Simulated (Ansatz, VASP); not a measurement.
# Two plane-wave programs on Be5Te2

```
Be Te
1.0
     2.04923    1.18312    7.82882
    -2.04923    1.18312    7.82882
     0.00000   -2.36625    7.82882
Be Te
5 2
Direct
  0.00000 0.00000 0.50000
  0.50000 0.00000 0.00000
  0.00000 0.50000 0.00000
  0.45313 0.45313 0.45313
  0.54687 0.54687 0.54687
  0.72967 0.72967 0.72967
  0.27033 0.27033 0.27033
```

Alike in both runs: functional PBE; k mesh 4 × 4 × 4; occupations gaussian, width 0.2 eV; no spin polarisation.

Ansatz relaxed the structure, and its values are those at the end. VASP's run is a single point on that final structure, the one shown.

|  | VASP | Ansatz |
| --- | --- | --- |
| version | VASP 6.6.1 | Ansatz 0.2.0 |
| potentials or method | VASP PAW PBE potentials, release 64 (Be, Te), cutoff 520 eV | scalar-relativistic, plane waves, PAW |
| valence electrons in the cell | 22 | 42 |

Ansatz gave:

```
gap on the k mesh at the Fermi level (eV) : none
pressure (GPa)                            : 0.0
rms of the force components (eV/Å)        : 0.013
```

Task: What did VASP give for the same quantities?

Result: gap on the k mesh at the Fermi level (eV): none; pressure (GPa): 0.1; rms of the force components (eV/Å): 0.009.

A gap of «none» marks a metal or a gap that the smearing closes. The functional is the same, so the differences come from potentials, cutoffs and numerics. VASP's potentials hold 22 valence electrons a cell and Ansatz's 42, so a difference there can come from the potentials and not from the codes.

The k mesh is coarse, so the values compare programs but aren't converged. Neither program's run includes spin-orbit coupling.
